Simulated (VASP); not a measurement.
# CsSnI3 (R3m) in VASP: single point with r2SCAN

Aim: the single point of CsSnI3 with r2SCAN.

Program: VASP 6.6.1. These are calculated values, not measurements. Logs are shortened: lines on timing, memory, paths and dates and some standing lists are left out, and cuts for length are marked.

### Step 1. The cell of the first run

It takes space group R3m (No. 160, trigonal). Conventional cell: a = 8.406 Å, b = 8.406 Å, c = 10.670 Å, α = 90.00°, β = 90.00°, γ = 120.00°. I (site symmetry m) has 2 Sn at 2.77 to 3.27 Å within 3.6 Å. Within 5.7 Å of Cs (site symmetry 3m) lie 12 I at 4.20 to 4.33 Å and 8 Sn at 5.02 to 5.65 Å. Sn (site symmetry 3m) has 6 I at 2.77 to 3.27 Å within 3.6 Å.

### Step 2. Single point, r2SCAN

Input file POSCAR:

```
CsSnI3
1.0
    4.2029930000      2.4265950000      3.5568200000
   -4.2029930000      2.4265950000      3.5568200000
    0.0000000000     -4.8532000000      3.5568200000
I Cs Sn
3 1 1
Direct
    0.5069300000      0.9987400000      0.5069300000
    0.5069300000      0.5069300000      0.9987400000
    0.9987400000      0.5069300000      0.5069300000
    0.0100000000      0.0100000000      0.0100000000
    0.5394300000      0.5394300000      0.5394300000
```

Input file INCAR.step1:

```
SYSTEM = CsSnI3
ALGO     = Normal         ! electronic algorithm
EDIFF    = 1E-4           ! SCF threshold, eV
ENCUT    = 520            ! plane-wave cutoff, eV
GGA      = PE             ! functional
ISMEAR   = -1             ! smearing method
LASPH    = .TRUE.         ! aspherical terms in the spheres
LCHARG   = .FALSE.        ! write CHGCAR
LREAL    = .FALSE.        ! projectors in reciprocal space
LWAVE    = .TRUE.         ! write WAVECAR
NBANDS   = 30             ! bands
NELM     = 100            ! most SCF steps
PREC     = Accurate       ! precision mode
SIGMA    = 0.1            ! smearing width, eV
```

Input file INCAR.step2:

```
SYSTEM = CsSnI3
ALGO     = Normal         ! electronic algorithm
EDIFF    = 1E-7           ! SCF threshold, eV
ENCUT    = 520            ! plane-wave cutoff, eV
ISIF     = 2              ! what is computed and relaxed
ISMEAR   = -1             ! smearing method
ISTART   = 1            
LASPH    = .TRUE.         ! aspherical terms in the spheres
LCHARG   = .FALSE.        ! write CHGCAR
LMIXTAU  = .TRUE.       
LREAL    = .FALSE.        ! projectors in reciprocal space
LWAVE    = .FALSE.        ! write WAVECAR
METAGGA  = R2SCAN         ! meta-GGA
NBANDS   = 30             ! bands
NELM     = 100            ! most SCF steps
PREC     = Accurate       ! precision mode
SIGMA    = 0.1            ! smearing width, eV
```

Input file KPOINTS:

```
k-points
0
G
  4 4 4
  0 0 0
```

Potentials or basis: VASP PAW PBE potentials, release 64 (I, Cs_sv, Sn_d).

Run with:

```
> cat potpaw_PBE.64/I/POTCAR potpaw_PBE.64/Cs_sv/POTCAR potpaw_PBE.64/Sn_d/POTCAR > POTCAR
> cp INCAR.step1 INCAR
> mpirun -np 1 vasp_std > vasp.out
> cp INCAR.step2 INCAR
> mpirun -np 1 vasp_std > vasp.out
```

OUTCAR:

```text
SYSTEM = CsSnI3
   EDIFF = 1E-7
   ENCUT = 520
   ISIF = 2
   ISMEAR = -1
   ISTART = 1
   LASPH = .TRUE.
   LREAL = .FALSE.
   METAGGA = R2SCAN
   NELM = 100
   PREC = Accurate

 ion  position               nearest neighbor table
   1  0.507  0.999  0.507-   5 2.77   5 3.27
   2  0.507  0.507  0.999-   5 2.77   5 3.27
   3  0.999  0.507  0.507-   5 2.77   5 3.27
   4  0.010  0.010  0.010-
   5  0.539  0.539  0.539-   1 2.77   3 2.77   2 2.77   1 3.27   3 3.27   2 3.27

  LATTYP: Found a trigonal (rhomboedric) cell.
 ALAT       =     6.0170160349
 COS(alpha) =     0.0241456748

  Lattice vectors:

 A1 = (   4.2029930000,   2.4265950000,   3.5568200000)
 A2 = (  -4.2029930000,   2.4265950000,   3.5568200000)
 A3 = (   0.0000000000,  -4.8532000000,   3.5568200000)

Analysis of symmetry for initial positions (statically):
=====================================================================
 Subroutine PRICEL returns:
 Original cell was already a primitive cell.

 Routine SETGRP: Setting up the symmetry group for a
 trigonal (rhombohedral) supercell.

 Subroutine GETGRP returns: Found  6 space group operations
 (whereof  6 operations were pure point group operations)
 out of a pool of 12 trial point group operations.

The static configuration has the point symmetry C_3v.

Analysis of symmetry for dynamics (positions and initial velocities):
=====================================================================
 Subroutine PRICEL returns:
 Original cell was already a primitive cell.

 Routine SETGRP: Setting up the symmetry group for a
 trigonal (rhombohedral) supercell.

 Subroutine GETGRP returns: Found  6 space group operations
 (whereof  6 operations were pure point group operations)
 out of a pool of 12 trial point group operations.

The dynamic configuration has the point symmetry C_3v.

 Subroutine INISYM returns: Found  6 space group operations
 (whereof  6 operations are pure point group operations),
 and found     1 'primitive' translations

----------------------------------------------------------------------------------------

                                     Primitive cell

  volume of cell :     217.6555

  direct lattice vectors                    reciprocal lattice vectors
     4.202993000  2.426595000  3.556820000     0.118962844  0.068683253  0.093716736
    -4.202993000  2.426595000  3.556820000    -0.118962844  0.068683253  0.093716736
     0.000000000 -4.853200000  3.556820000     0.000000000 -0.137366506  0.093716543

  length of vectors
     6.017016035  6.017016035  6.017019092     0.166290030  0.166290030  0.166289950

  position of ions in fractional coordinates (direct lattice)
     0.506930000  0.998740000  0.506930000
     0.506930000  0.506930000  0.998740000
     0.998740000  0.506930000  0.506930000
     0.010000000  0.010000000  0.010000000
     0.539430000  0.539430000  0.539430000

  ion indices of the primitive-cell ions
   primitive index   ion index
                 1           1
                 2           2
                 3           3
                 4           4
                 5           5

----------------------------------------------------------------------------------------

 KPOINTS: k-points

Automatic generation of k-mesh.
 Grid dimensions read from file:
 generate k-points for:    4    4    4

 Generating k-lattice:

  Cartesian coordinates                     Fractional coordinates (reciprocal lattice)
     0.029740711  0.017170813  0.023429184     0.250000000  0.000000000  0.000000000
    -0.029740711  0.017170813  0.023429184     0.000000000  0.250000000  0.000000000
     0.000000000 -0.034341626  0.023429136     0.000000000  0.000000000  0.250000000

  Length of vectors
     0.041572508  0.041572508  0.041572487

  Shift w.r.t. Gamma in fractional coordinates (k-lattice)
     0.000000000  0.000000000  0.000000000

 Subroutine IBZKPT returns following result:
 ===========================================

 Found     13 irreducible k-points:

 Following reciprocal coordinates:
            Coordinates               Weight
  0.000000  0.000000  0.000000      1.000000
  0.250000 -0.000000  0.000000      6.000000
  0.500000 -0.000000  0.000000      3.000000
  0.250000  0.250000  0.000000      6.000000
  0.500000  0.250000  0.000000     12.000000
 -0.250000  0.250000  0.000000      6.000000
  0.500000  0.500000  0.000000      3.000000
  0.250000  0.250000  0.250000      2.000000
  0.500000  0.250000  0.250000      6.000000
 -0.250000  0.250000  0.250000      6.000000
  0.500000  0.500000  0.250000      6.000000
 -0.250000  0.500000  0.250000      6.000000
  0.500000  0.500000  0.500000      1.000000
   k-points           NKPTS =     13   k-points in BZ     NKDIM =     13   number of bands    NBANDS=     30
   number of dos      NEDOS =    301   number of ions     NIONS =      5
   total plane-waves  NPLWV = 110592
   dimension x,y,z NGX =    48 NGY =   48 NGZ =   48
   dimension x,y,z NGXF=    96 NGYF=   96 NGZF=   96
   ions per type =               3   1   1
   NGX,Y,Z   is equivalent  to a cutoff of  13.26, 13.26, 13.26 a.u.
   NGXF,Y,Z  is equivalent  to a cutoff of  26.52, 26.52, 26.52 a.u.
 SYSTEM =  CsSnI3
   PREC   = accura    normal or accurate (medium, high low for compatibility)
   ISTART =      1    job   : 0-new  1-cont  2-samecut
   ICHARG =      0    charge: 1-file 2-atom 10-const
   ISPIN  =      1    spin polarized calculation?
   LNONCOLLINEAR =      F non collinear calculations
   LSORBIT =      F    spin-orbit coupling
   LASPH  =      T    aspherical Exc in radial PAW
   ENCUT  =  520.0 eV  38.22 Ry    6.18 a.u.  11.19 11.19 11.19*2*pi/ulx,y,z
   NELM   =    100;   NELMIN=  2; NELMDL=  0     # of ELM steps
   EDIFF  = 0.1E-06   stopping-criterion for ELM
   LREAL  =      F    real-space projection
   EDIFFG = 0.1E-05   stopping-criterion for IOM
   NSW    =      0    number of steps for IOM
   IBRION =     -1    ionic relax: 0-MD 1-quasi-New 2-CG
   NFREE  =      0    steps in history (QN), initial steepest desc. (CG)
   ISIF   =      2    stress and relaxation
   ISYM   =      2    0-nonsym 1-usesym 2-fastsym
   POTIM  = 0.5000    time-step for ionic-motion
   TEBEG  =    0.0;   TEEND  =   0.0 temperature during run
   PSTRESS=    0.0 pullay stress
   NELECT =      44.0000    total number of electrons
   NUPDOWN=      -1.0000    fix difference up-down
   EMIN   =  10.00;   EMAX   =-10.00  energy-range for DOS
   EFERMI =   0.00;   METHOD = LEGACY
   ISMEAR =    -1;   SIGMA  =   0.10  broadening in eV -4-tet -1-fermi 0-gaus
   EFERMI_NEDOS =   21; number of points for ismear=-14 and -15
   IALGO  =     38    algorithm
   IMIX   =      4    mixing-type and parameters
     AMIX     =   0.40;   BMIX     =  1.00
     AMIX_MAG =   1.60;   BMIX_MAG =  1.00
  volume/ion in A,a.u.               =      43.53       293.76
  Fermi-wavevector in a.u.,A,eV,Ry     =   0.960806  1.815661 12.560200  0.923149
  Thomas-Fermi vector in A             =   2.090123
   LORBIT       =      0    0 simple, 1 ext, 2 COOP (PROOUT), +10 PAW based schemes
   METAGGA = R2SCAN    functional components
   LHFCALC =     F    Hartree Fock is set to
   AEXX    =    0.0000 exact exchange contribution
   IVDW    =     0    specifies the selected vdW correction
   LEPSILON=     F    determine dielectric tensor
   LRPA    =     F    only Hartree local field effects (RPA)
 non-spin polarized calculation
  energy-cutoff  :      520.00
  volume of cell :      217.66
 maximum number of plane-waves:      5875
 NGX is ok and might be reduce to    48
   NGX = 23   NGY = 23   NGZ = 23

 number of electron      43.9999997 magnetization

 Free energy of the ion-electron system (eV)
  ---------------------------------------------------
  ext. energy  EPLUGINS =         0.00000000
  ---------------------------------------------------
  free energy    TOTEN  =      -128.23378885 eV

  energy without entropy =     -128.22818684  energy(sigma->0) =     -128.23098784

 E-fermi :   4.3675     XC(G=0):  -8.3039

 val. band max:        4.2693222202   @ k =   0.5000   0.5000   0.5000
 cond. band min:       4.5739060757   @ k =   0.5000   0.5000   0.5000
 fundamental gap:      0.3045838555
 Fermi energy:         4.3675456758

 k-point     1 :       0.0000    0.0000    0.0000
  band No.  band energies     occupation
      1     -19.5472      2.00000
      2     -18.9411      2.00000
      3     -18.9411      2.00000
      4     -18.8692      2.00000
      5     -18.8692      2.00000
      6     -18.8483      2.00000
[... 22 lines left out ...]
     29       8.8712      0.00000
     30       9.2751      0.00000

 k-point     2 :       0.2500   -0.0000    0.0000
  band No.  band energies     occupation
      1     -19.5468      2.00000
      2     -18.9411      2.00000
      3     -18.9396      2.00000
      4     -18.8693      2.00000
      5     -18.8691      2.00000
      6     -18.8484      2.00000
[... 22 lines left out ...]
     29       7.9733      0.00000
     30       8.6414      0.00000

 k-point     3 :       0.5000   -0.0000    0.0000
  band No.  band energies     occupation
      1     -19.5464      2.00000
      2     -18.9411      2.00000
      3     -18.9381      2.00000
      4     -18.8695      2.00000
      5     -18.8690      2.00000
      6     -18.8485      2.00000
[... 22 lines left out ...]
     29       8.7693      0.00000
     30       9.0548      0.00000

 k-point     4 :       0.2500    0.2500    0.0000
  band No.  band energies     occupation
      1     -19.5464      2.00000
      2     -18.9404      2.00000
      3     -18.9388      2.00000
      4     -18.8694      2.00000
      5     -18.8691      2.00000
      6     -18.8485      2.00000
[... 253 lines left out ...]
     29       8.3237      0.00000
     30       8.7022      0.00000

 k-point    12 :      -0.2500    0.5000    0.2500
  band No.  band energies     occupation
      1     -19.5457      2.00000
      2     -18.9388      2.00000
      3     -18.9373      2.00000
      4     -18.8694      2.00000
      5     -18.8692      2.00000
      6     -18.8487      2.00000
[... 22 lines left out ...]
     29       8.3969      0.00000
     30       8.5688      0.00000

 k-point    13 :       0.5000    0.5000    0.5000
  band No.  band energies     occupation
      1     -19.5450      2.00000
      2     -18.9366      2.00000
      3     -18.9365      2.00000
      4     -18.8694      2.00000
      5     -18.8693      2.00000
      6     -18.8489      2.00000
[... 22 lines left out ...]
     29       7.8722      0.00000
     30       9.0540      0.00000

------------------------ aborting loop because EDIFF is reached ----------------------------------------

  FORCE on cell =-STRESS in cart. coord.  units (eV):
  Direction    XX          YY          ZZ          XY          YZ          ZX
  --------------------------------------------------------------------------------------
  -------------------------------------------------------------------------------------
  Total        5.1717901      5.1717867      4.4448066      0.0000000     -0.0000042     -0.0000000
  in kB       38.0699034     38.0698781     32.7185276      0.0000000     -0.0000307     -0.0000000
  external PRESSURE =      36.2861031 kB  Pullay stress =       0.0000000 kB

 VOLUME and BASIS-vectors are now :
 -----------------------------------------------------------------------------
  energy-cutoff  :      520.00
  volume of cell :      217.66
      direct lattice vectors                 reciprocal lattice vectors
     4.202993000  2.426595000  3.556820000     0.118962844  0.068683253  0.093716736
    -4.202993000  2.426595000  3.556820000    -0.118962844  0.068683253  0.093716736
     0.000000000 -4.853200000  3.556820000     0.000000000 -0.137366506  0.093716543

 POSITION                                       TOTAL-FORCE (eV/Angst)
 -----------------------------------------------------------------------------------
     -2.06707      1.19342      7.15846        -0.649786      0.375154      0.445497
      0.00000     -2.38686      7.15846        -0.000000     -0.750308      0.445497
      2.06707      1.19342      7.15846         0.649786      0.375154      0.445497
      0.00000     -0.00000      0.10670        -0.000000     -0.000000      0.007821
      0.00000     -0.00001      5.75597        -0.000000      0.000001     -1.344311
 -----------------------------------------------------------------------------------
    total drift:                               -0.000000     -0.000018      0.001504

  FREE ENERGIE OF THE ION-ELECTRON SYSTEM (eV)
  ---------------------------------------------------
  free  energy   TOTEN  =      -128.2337888460 eV

  energy  without entropy=     -128.2281868384  energy(sigma->0) =     -128.23098784
```

Run time: 6.4 min. Hardware: 1 thread of Oxide Virtual Turin-like, shared host; peak memory 0.38 GiB.

What came out:

- Free energy: -128.2338 eV
- Pressure: 3.6 GPa
- Largest force: 1.344 eV/Å
- Band gap on the k mesh: 0.30 eV

Forces in eV/Å, atoms in the order of the input:
```
I   -0.650  0.375  0.445
I    0.000 -0.750  0.445
I    0.650  0.375  0.445
Cs   0.000  0.000  0.008
Sn   0.000  0.000 -1.344
```

Caveat: the cell stands under pressure; semilocal functionals underestimate gaps, and a narrow one can read as zero; the PAW data sets were made with another functional, which shifts forces and pressure a little; spin-orbit coupling is left out, which moves the levels of the heavy elements.
